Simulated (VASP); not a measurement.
A run of VASP 6.6.1 is set up as follows.

INCAR

```
  PREC = Accurate
  ENCUT = 520
  EDIFF = 1E-7
  ISMEAR = 0
  SIGMA = 0.3
  LREAL = False
  LASPH = True
  NELM = 150
  ALGO = Normal
  ISIF = 2
  LWAVE = False
  LCHARG = False
  ISPIN = 2
  MAGMOM = 4 0
  LORBIT = 11
  LMAXMIX = 4
  GGA = CA
  NBANDS = 24
```

Contents of KPOINTS:

```
regular mesh
0
Gamma
  9 9 9
```

File POSCAR:

```
MnHg
1.0
    3.2585096222      0.0000000000      0.0000000000
    0.0000000000      3.2585096222      0.0000000000
    0.0000000000      0.0000000000      3.2832853948
Mn Hg
1 1
Direct
    0.5000000000      0.5000000000      0.5000000000
    0.0000000000      0.0000000000      0.0000000000
```

Potentials or basis: VASP PAW LDA potentials, release 64 (Mn_pv, Hg).

Command:

```bash
$ cat potpaw_LDA.64/Mn_pv/POTCAR potpaw_LDA.64/Hg/POTCAR > POTCAR
$ mpirun -np 1 vasp_std > vasp.out
```

**Question.** Predict the net moment.

**Answer.** 3.59 μB per cell.

**Question.** Predict the site moments.

**Answer.** Mn +3.50; Hg -0.04 μB.

Caveat: the cell stands under tension.
